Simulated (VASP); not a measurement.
# Au (Fd-3m) in VASP: further runs, part 2 of 2

VASP 6.6.1. Earlier steps stand in the parts before.

### 4 Relaxation of cell and atoms, PBEsol

This run uses another cell than the first one, of 21.95 Å³/atom.

The input, INCAR:

```
PREC     = Accurate       # precision mode
ENCUT    = 500            # plane-wave cutoff, eV
EDIFF    = 1E-7           # SCF threshold, eV
ISMEAR   = -1             # smearing method
SIGMA    = 0.1            # smearing width, eV
LREAL    = F              # projectors in reciprocal space
LASPH    = T              # aspherical terms in the spheres
NELM     = 120            # most SCF steps
ALGO     = Normal         # electronic algorithm
ISIF     = 3              # what is computed and relaxed
LWAVE    = F              # write WAVECAR
LCHARG   = F              # write CHGCAR
GGA      = PS             # functional
IBRION   = 2              # ionic algorithm
NSW      = 60             # ionic steps
EDIFFG   = -0.01          # ionic threshold
GGA_COMPAT= F            
NELMIN   = 4
```

The input, KPOINTS:

```
Automatic mesh
0
Gamma
  7 7 7
```

The input, POSCAR:

```
Au
1.0
    0.0000000000      2.8000000000      2.8000000000
    2.8000000000      0.0000000000      2.8000000000
    2.8000000000      2.8000000000      0.0000000000
Au
2
Direct
    0.0000000000      0.0000000000      0.0000000000
    0.2500000000      0.2500000000      0.2500000000
```

Potentials or basis: VASP PAW PBE potentials, release 64 (Au).

Started as:

```sh
> cat potpaw_PBE.64/Au/POTCAR > POTCAR
> mpirun -np 1 vasp_std > vasp.out
```

OUTCAR:

```text
PREC = Accurate
   ENCUT = 500
   EDIFF = 1E-7
   ISMEAR = -1
   LREAL = F
   LASPH = T
   NELM = 120
   ISIF = 3
   GGA = PS
   IBRION = 2
   NSW = 60
   EDIFFG = -0.01
   NELMIN = 4

 ion  position               nearest neighbor table
   1  0.000  0.000  0.000-   2 2.42   2 2.42   2 2.42   2 2.42
   2  0.250  0.250  0.250-   1 2.42   1 2.42   1 2.42   1 2.42

  LATTYP: Found a face centered cubic cell.
 ALAT       =     5.6000000000

  Lattice vectors:

 A1 = (   0.0000000000,   2.8000000000,   2.8000000000)
 A2 = (   2.8000000000,   0.0000000000,   2.8000000000)
 A3 = (   2.8000000000,   2.8000000000,   0.0000000000)

Analysis of symmetry for initial positions (statically):
=====================================================================
 Subroutine PRICEL returns:
 Original cell was already a primitive cell.

 Routine SETGRP: Setting up the symmetry group for a
 face centered cubic supercell.

 Subroutine GETGRP returns: Found 48 space group operations
 (whereof 24 operations were pure point group operations)
 out of a pool of 48 trial point group operations.

The static configuration has the point symmetry T_d .
 The point group associated with its full space group is O_h .

Analysis of symmetry for dynamics (positions and initial velocities):
=====================================================================
 Subroutine PRICEL returns:
 Original cell was already a primitive cell.

 Routine SETGRP: Setting up the symmetry group for a
 face centered cubic supercell.

 Subroutine GETGRP returns: Found 48 space group operations
 (whereof 24 operations were pure point group operations)
 out of a pool of 48 trial point group operations.

The dynamic configuration has the point symmetry T_d .
 The point group associated with its full space group is O_h .

 Subroutine INISYM returns: Found 48 space group operations
 (whereof 24 operations are pure point group operations),
 and found     1 'primitive' translations

----------------------------------------------------------------------------------------

                                     Primitive cell

  volume of cell :      43.9040

  direct lattice vectors                    reciprocal lattice vectors
     0.000000000  2.800000000  2.800000000    -0.178571429  0.178571429  0.178571429
     2.800000000  0.000000000  2.800000000     0.178571429 -0.178571429  0.178571429
     2.800000000  2.800000000  0.000000000     0.178571429  0.178571429 -0.178571429

  length of vectors
     3.959797975  3.959797975  3.959797975     0.309294787  0.309294787  0.309294787

  position of ions in fractional coordinates (direct lattice)
     0.000000000  0.000000000  0.000000000
     0.250000000  0.250000000  0.250000000

  ion indices of the primitive-cell ions
   primitive index   ion index
                 1           1
                 2           2

----------------------------------------------------------------------------------------

 KPOINTS: Automatic mesh

Automatic generation of k-mesh.
 Grid dimensions read from file:
 generate k-points for:    7    7    7

 Generating k-lattice:

  Cartesian coordinates                     Fractional coordinates (reciprocal lattice)
    -0.025510204  0.025510204  0.025510204     0.142857143  0.000000000  0.000000000
     0.025510204 -0.025510204  0.025510204     0.000000000  0.142857143  0.000000000
     0.025510204  0.025510204 -0.025510204     0.000000000  0.000000000  0.142857143

  Length of vectors
     0.044184970  0.044184970  0.044184970

  Shift w.r.t. Gamma in fractional coordinates (k-lattice)
     0.000000000  0.000000000  0.000000000

 Subroutine IBZKPT returns following result:
 ===========================================

 Found     20 irreducible k-points:

 Following reciprocal coordinates:
            Coordinates               Weight
  0.000000  0.000000  0.000000      1.000000
  0.142857  0.000000  0.000000      8.000000
  0.285714  0.000000  0.000000      8.000000
  0.428571  0.000000  0.000000      8.000000
  0.142857  0.142857  0.000000      6.000000
  0.285714  0.142857  0.000000     24.000000
[... 12 lines left out ...]
 -0.428571  0.428571  0.142857     24.000000
 -0.285714  0.428571  0.142857     24.000000
   k-points           NKPTS =     20   k-points in BZ     NKDIM =     20   number of bands    NBANDS=     15
   number of dos      NEDOS =    301   number of ions     NIONS =      2
   total plane-waves  NPLWV =  27000
   dimension x,y,z NGX =    30 NGY =   30 NGZ =   30
   dimension x,y,z NGXF=    60 NGYF=   60 NGZF=   60
   ions per type =               2
   NGX,Y,Z   is equivalent  to a cutoff of  12.60, 12.60, 12.60 a.u.
   NGXF,Y,Z  is equivalent  to a cutoff of  25.19, 25.19, 25.19 a.u.
 SYSTEM =  unknown system
   PREC   = accura    normal or accurate (medium, high low for compatibility)
   ISTART =      0    job   : 0-new  1-cont  2-samecut
   ICHARG =      2    charge: 1-file 2-atom 10-const
   ISPIN  =      1    spin polarized calculation?
   LNONCOLLINEAR =      F non collinear calculations
   LSORBIT =      F    spin-orbit coupling
   LASPH  =      T    aspherical Exc in radial PAW
   ENCUT  =  500.0 eV  36.75 Ry    6.06 a.u.   7.22  7.22  7.22*2*pi/ulx,y,z
   NELM   =    120;   NELMIN=  4; NELMDL= -5     # of ELM steps
   EDIFF  = 0.1E-06   stopping-criterion for ELM
   LREAL  =      F    real-space projection
   EDIFFG = -.1E-01   stopping-criterion for IOM
   NSW    =     60    number of steps for IOM
   IBRION =      2    ionic relax: 0-MD 1-quasi-New 2-CG
   NFREE  =      1    steps in history (QN), initial steepest desc. (CG)
   ISIF   =      3    stress and relaxation
   ISYM   =      2    0-nonsym 1-usesym 2-fastsym
   POTIM  = 0.5000    time-step for ionic-motion
   TEBEG  =    0.0;   TEEND  =   0.0 temperature during run
   PSTRESS=    0.0 pullay stress
   NELECT =      22.0000    total number of electrons
   NUPDOWN=      -1.0000    fix difference up-down
   EMIN   =  10.00;   EMAX   =-10.00  energy-range for DOS
   EFERMI =   0.00;   METHOD = LEGACY
   ISMEAR =    -1;   SIGMA  =   0.10  broadening in eV -4-tet -1-fermi 0-gaus
   EFERMI_NEDOS =   21; number of points for ismear=-14 and -15
   IALGO  =     38    algorithm
   IMIX   =      4    mixing-type and parameters
     AMIX     =   0.40;   BMIX     =  1.00
     AMIX_MAG =   1.60;   BMIX_MAG =  1.00
  volume/ion in A,a.u.               =      21.95       148.14
  Fermi-wavevector in a.u.,A,eV,Ry     =   1.300312  2.457234 23.004897  1.690812
  Thomas-Fermi vector in A             =   2.431519
   LORBIT       =      0    0 simple, 1 ext, 2 COOP (PROOUT), +10 PAW based schemes
   GGA     = PS    functional components
   LHFCALC =     F    Hartree Fock is set to
   AEXX    =    0.0000 exact exchange contribution
   IVDW    =     0    specifies the selected vdW correction
   LEPSILON=     F    determine dielectric tensor
   LRPA    =     F    only Hartree local field effects (RPA)
 conjugate gradient relaxation of ions
 non-spin polarized calculation
  energy-cutoff  :      500.00
  volume of cell :       43.90
 maximum number of plane-waves:      1139
 NGX is ok and might be reduce to    30
   NGX = 15   NGY = 15   NGZ = 15

--------------------------------------- Ionic step        1  -------------------------------------------

 number of electron      22.0000000 magnetization

 Free energy of the ion-electron system (eV)
  ---------------------------------------------------
  ext. energy  EPLUGINS =         0.00000000
  ---------------------------------------------------
  free energy    TOTEN  =        -5.23901241 eV

  energy without entropy =       -5.20278263  energy(sigma->0) =       -5.22089752

 E-fermi :   5.7249     XC(G=0): -11.0533

 val. band max:        5.6942925063   @ k =  -0.4286   0.1429   0.0000
 cond. band min:       5.7744872578   @ k =  -0.4286   0.2857   0.0000
 fundamental gap:      0.0801947516
 Fermi energy:         5.7248950422

 k-point     1 :       0.0000    0.0000    0.0000
  band No.  band energies     occupation
      1      -2.2283      2.00000
      2       0.0718      2.00000
      3       0.0718      2.00000
      4       0.1998      2.00000
      5       0.1998      2.00000
      6       0.1998      2.00000
      7       2.8041      2.00000
      8       2.8041      2.00000
      9       2.8041      2.00000
     10       4.5400      1.99999
     11       4.5400      1.99999
     12      16.2403      0.00000
     13      16.2804      0.00000
     14      17.3661      0.00000
     15      17.3661      0.00000
[... 481 lines left out ...]
  energy  without entropy=       -5.9535302104  energy(sigma->0) =       -5.96757355

--------------------------------------- Ionic step        5  -------------------------------------------

 number of electron      21.9999997 magnetization

 Free energy of the ion-electron system (eV)
  ---------------------------------------------------
  ext. energy  EPLUGINS =         0.00000000
  ---------------------------------------------------
  free energy    TOTEN  =        -5.98185655 eV

  energy without entropy =       -5.95370842  energy(sigma->0) =       -5.96778248

 E-fermi :   3.2129     XC(G=0):  -9.8694

 val. band max:        3.1200687265   @ k =  -0.2857   0.4286   0.1429
 cond. band min:       3.4932628932   @ k =  -0.4286   0.2857   0.0000
 fundamental gap:      0.3731941666
 Fermi energy:         3.2129499218

 k-point     1 :       0.0000    0.0000    0.0000
  band No.  band energies     occupation
      1      -3.1386      2.00000
      2      -1.1037      2.00000
      3      -1.1037      2.00000
      4      -1.1007      2.00000
      5      -1.1007      2.00000
      6      -1.1007      2.00000
      7       0.8573      2.00000
      8       0.8573      2.00000
      9       0.8573      2.00000
     10       1.9799      1.99999
     11       1.9799      1.99999
     12      12.1727      0.00000
     13      13.1075      0.00000
     14      13.1075      0.00000
     15      13.1075      0.00000
[... 369 lines left out ...]
  FREE ENERGIE OF THE ION-ELECTRON SYSTEM (eV)
  ---------------------------------------------------
  free  energy   TOTEN  =        -5.9818565483 eV

  energy  without entropy=       -5.9537084155  energy(sigma->0) =       -5.96778248

 reached required accuracy - stopping structural energy minimisation
```

Wall time 54 s (1 thread of Intel Xeon Platinum 8259CL at 2.50GHz (Skylake/Cascade Lake), shared host); peak memory 0.17 GiB.

Results:

```
Free energy                           : -5.9819 eV
Relaxed volume                        : 27.34 Å³/atom
Relaxed cell                          : a = 4.260 Å, b = 4.260 Å, c = 4.260 Å, α = 60.00°, β = 60.00°, γ = 60.00°
Space group after relaxing (to 0.1 Å) : Fd-3m (No. 227)
Energy gained by relaxing             : 371.4 meV/atom
Ionic steps                           : 5
Pressure after relaxing               : 0.0 GPa
Band gap on the k mesh                : zero (bands 11 and 12 overlap by 0.39 eV)
```

Step by step:
```
step  energy change (eV)  largest force (eV/Å)  pressure (GPa)  volume (Å³)
   1              0.0000                0.0000           27.95        43.90
   2             -0.0450                0.0000           -8.78        73.01
   3             -0.7409                0.0000           -0.87        55.38
   4             -0.7426                0.0000           -0.31        54.92
   5             -0.7428                0.0000            0.00        54.67
```

Final structure:
```xyz
2
Lattice="0.0000 3.0124 3.0124 3.0124 0.0000 3.0124 3.0124 3.0124 0.0000" Properties=species:S:1:pos:R:3 pbc="T T T"
Au    0.0000    0.0000    0.0000
Au    1.5062    1.5062    1.5062
```

Levels at points of the mesh, in eV from the Fermi level:
```
           k point  band 7  band 8  band 9  band 10  band 11  band 12  band 13  band 14  band 15
(0.00, 0.00, 0.00)   -2.36   -2.36   -2.36    -1.23    -1.23     8.96     9.89     9.89     9.89
```

Caveat: the volume moved by over 15 % at a fixed basis, so the end points are rough; the PAW data sets were made with another functional, which shifts forces and pressure a little; spin-orbit coupling is left out, which moves the levels of the heavy elements.

### 5 The runs side by side

```tsv
task	cell	gap on the mesh (eV)	pressure (GPa)
single point	a = 4.261 Å, angles 60.0°, 2 atoms	none	-0.1
single point	a = 4.239 Å, angles 60.0°, 2 atoms	none	1.0
relaxation of cell and atoms	relaxed from a = 3.960 Å, angles 60.0°, 2 atoms	none	0.0
```

Alike in all rows: level PBEsol; potentials or basis VASP PAW PBE potentials, release 64 (Au); no spin polarisation; k mesh 7 × 7 × 7; cutoff (eV) 500; smearing fermi-dirac 0.1 eV.

Caveats: the PAW data sets were made with another functional, which shifts forces and pressure a little; spin-orbit coupling is left out, which moves the levels of the heavy elements; the volume moved by over 15 % at a fixed basis, so the end points are rough (at least some runs).

Total energies depend on the potentials used, so only differences within one code and one set of settings carry meaning.
